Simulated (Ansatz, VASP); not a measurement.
One calculation of SnSe, two programs

Contents of POSCAR:

```
SnSe
1.0
    0.0000000000      3.0308108258      3.0308108258
    3.0308108258      0.0000000000      3.0308108258
    3.0308108258      3.0308108258      0.0000000000
Sn Se
1 1
Direct
    0.0000000000      0.0000000000      0.0000000000
    0.5000000000      0.5000000000      0.5000000000
```

The input INCAR.step1:

```
SYSTEM = SnSe
PREC = Accurate
ENCUT = 520
ISMEAR = 0
SIGMA = 0.02
LREAL = .FALSE.
LASPH = .TRUE.
NELM = 100
NBANDS = 17
GGA = PE
ALGO = Normal
EDIFF = 1E-4
LWAVE = .TRUE.
LCHARG = .FALSE.
```

File INCAR.step2:

```
SYSTEM = SnSe
PREC = Accurate
ENCUT = 520
EDIFF = 1E-6
ISMEAR = 0
SIGMA = 0.02
LREAL = .FALSE.
LASPH = .TRUE.
NELM = 100
ALGO = Normal
ISIF = 2
LWAVE = .FALSE.
LCHARG = .FALSE.
METAGGA = R2SCAN
LMIXTAU = .TRUE.
NBANDS = 17
ISTART = 1
```

KPOINTS

```
Automatic mesh
0
G
  10 10 10
  0 0 0
```

Input for Ansatz:

```yaml
crystal:
  lattice:
    - [0.0, 3.0308108258, 3.0308108258]
    - [3.0308108258, 0.0, 3.0308108258]
    - [3.0308108258, 3.0308108258, 0.0]
  atoms:
    - { symbol: Sn, position: [0.0, 0.0, 0.0] }
    - { symbol: Se, position: [0.5, 0.5, 0.5] }
basis:
  ecutwfc: 500
kpoints:
  mp_grid: { grid: [10, 10, 10] }
  band_path:
    path:
      - [[0.0, 0.0, 0.0], [0.5, 0.0, 0.5], [0.625, 0.25, 0.625]]
      - [[0.375, 0.375, 0.75], [0.0, 0.0, 0.0], [0.5, 0.5, 0.5], [0.5, 0.25, 0.75], [0.5, 0.0, 0.5]]
    npoints: 14
hamiltonian:
  xc: r2scan
scf:
  occupations: { method: gaussian, width: 0.02 }
  n_extra_bands: 6
output:
  forces: true
  stress: true
  eigenvalues: true
  populations: true
  dos: { projected: true, de: 0.02, nscf_kmesh: { grid: [15, 15, 15] } }
  bader: true
```

Alike in both runs: task single point; functional r2SCAN; k mesh 10 × 10 × 10; occupations gaussian, width 0.02 eV; no spin polarisation.

```csv
,VASP,Ansatz
version,VASP 6.6.1,Ansatz 0.2.0
potentials or method,"VASP PAW PBE potentials, release 64 (Sn_d, Se), cutoff 520 eV","scalar-relativistic, plane waves, PAW"
valence electrons in the cell,20,30
```

```csv
,VASP,Ansatz,Ansatz less VASP
gap on the k mesh at the Fermi level (eV),0.36,0.36,0.000
least direct gap on the mesh (eV),0.36,0.36,0.000
pressure (GPa),-1.1,-1.1,0.00
```

VASP's potentials were made for PBE, not for r2SCAN. The functional is the same, so the differences come from potentials, cutoffs and numerics. VASP's potentials hold 20 valence electrons a cell and Ansatz's 30, so a difference there can come from the potentials and not from the codes.
